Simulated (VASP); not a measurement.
Input of a VASP 6.6.1 run:

INCAR

```
PREC = Accurate
ENCUT = 520
EDIFF = 1E-6
ISMEAR = 0
SIGMA = 0.05
LREAL = F
LASPH = T
NELM = 150
ALGO = Normal
ISIF = 2
LWAVE = F
LCHARG = F
ISPIN = 2
MAGMOM = 3.88 0
LORBIT = 11
LMAXMIX = 4
GGA = PS
NBANDS = 20
```

KPOINTS

```
regular mesh
0
Gamma
  12 12 12
```

POSCAR

```
MnAs
1.0
    0.0000000000      2.8299541856      2.8299541856
    2.8299541856      0.0000000000      2.8299541856
    2.8299541856      2.8299541856      0.0000000000
Mn As
1 1
Direct
    0.0000000000      0.0000000000      0.0000000000
    0.2500000000      0.2500000000      0.2500000000
```

Potentials or basis: VASP PAW PBE potentials, release 64 (Mn_pv, As).

Run with:

```sh
$ cat potpaw_PBE.64/Mn_pv/POTCAR potpaw_PBE.64/As/POTCAR > POTCAR
$ mpirun -np 1 vasp_std > vasp.out
```

Predict the pressure.

-3.2 GPa.

What does it give for the net moment?

3.69 μB per cell.

Estimate the site moments.

Mn +3.62; As -0.16 μB.

Caveat: the cell stands under tension; the PAW data sets were made with another functional, which shifts forces and pressure a little; a cell with one magnetic atom can't hold antiferromagnetic order, which such compounds often take.
